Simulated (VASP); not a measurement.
Set up this calculation in VASP 6.6.1, as the native input.

* Task: single point
* Functional: PBE
* Potentials or basis: VASP PAW PBE potentials, release 64 (Mg, O)
* Cutoff: 520 eV
* k mesh: 10 × 10 × 10
* Occupations: fermi-dirac, width 0.02 eV
* Spin: no spin polarisation
* Dipole correction: no
* Further INCAR settings: ALGO = Normal; EDIFF = 1e-06; NBANDS = 11

The structure of MgO lies in POSCAR:

```
MgO
1.0
    0.0000000000      2.1021674158      2.1652324383
    2.1021674158      0.0000000000      2.1652324383
    2.1021674158      2.1021674158      0.0000000000
Mg O
1 1
Direct
    0.0000000000      0.0000000000      0.0000000000
    0.5000000000      0.5000000000      0.5000000000
```

This cell differs from its parent crystal: uniaxial z strain +3.0%.

The input as run:

INCAR

```
SYSTEM = MgO
PREC = Accurate ; ENCUT = 520
EDIFF = 1E-6 ; ISMEAR = -1
SIGMA = 0.02 ; LREAL = .False.
LASPH = .True. ; NELM = 80
ALGO = Normal ; ISIF = 2
LWAVE = .False. ; LCHARG = .False.
GGA = PE ; NBANDS = 11
```

KPOINTS

```
regular mesh
0
Gamma
  10 10 10
  0 0 0
```

Potentials or basis: VASP PAW PBE potentials, release 64 (Mg, O).

Command:

```console
$ cat potpaw_PBE.64/Mg/POTCAR potpaw_PBE.64/O/POTCAR > POTCAR
$ mpirun -np 1 vasp_std > vasp.out
```

It gave:

```json
{
 "Pressure": "0.4 GPa",
 "Band gap on the k mesh": "4.45 eV, direct"
}
```

Caveat: the cell differs from its parent crystal (uniaxial z strain +3.0%).

Run time: 6.9 s on 1 thread of Intel(R) Xeon(R) 6975P-C (Granite Rapids), on a shared host, peak memory 0.15 GiB.
